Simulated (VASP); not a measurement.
A run of VASP 6.6.1:

The input INCAR:

```
PREC     = Accurate       # precision mode
ENCUT    = 520            # plane-wave cutoff, eV
EDIFF    = 1E-6           # SCF threshold, eV
ISMEAR   = 1              # smearing method
SIGMA    = 0.1            # smearing width, eV
LREAL    = False          # projectors in reciprocal space
LASPH    = True           # aspherical terms in the spheres
NELM     = 60             # most SCF steps
ALGO     = Normal         # electronic algorithm
ISIF     = 2              # what is computed and relaxed
LWAVE    = False          # write WAVECAR
LCHARG   = True           # write CHGCAR
GGA      = PE             # functional
LELF     = True           # ELF
LVHAR    = True         
NBANDS   = 12             # bands
```

KPOINTS

```
regular mesh
0
Gamma
  14 14 14
```

File POSCAR:

```
Cu
1.0
    0.0000000000      1.7768584873      1.7768584873
    1.7768584873      0.0000000000      1.7768584873
    1.7768584873      1.7768584873      0.0000000000
Cu
1
Direct
    0.0000000000      0.0000000000      0.0000000000
```

Potentials or basis: VASP PAW PBE potentials, release 64 (Cu).

The run is started by

```console
$ cat potpaw_PBE.64/Cu/POTCAR > POTCAR
$ mpirun -np 1 vasp_std > vasp.out
```

Hardware: 1 thread of Intel(R) Xeon(R) Platinum 8259CL CPU @ 2.50GHz (Skylake/Cascade Lake), with other jobs on the host.

Task: How long does it take, and how much memory?

Result: Run time: 12 s on 1 thread of Intel(R) Xeon(R) Platinum 8259CL CPU @ 2.50GHz (Skylake/Cascade Lake), with other jobs on the host, peak memory 0.13 GiB. Counts: scf iterations 12, k points 104.
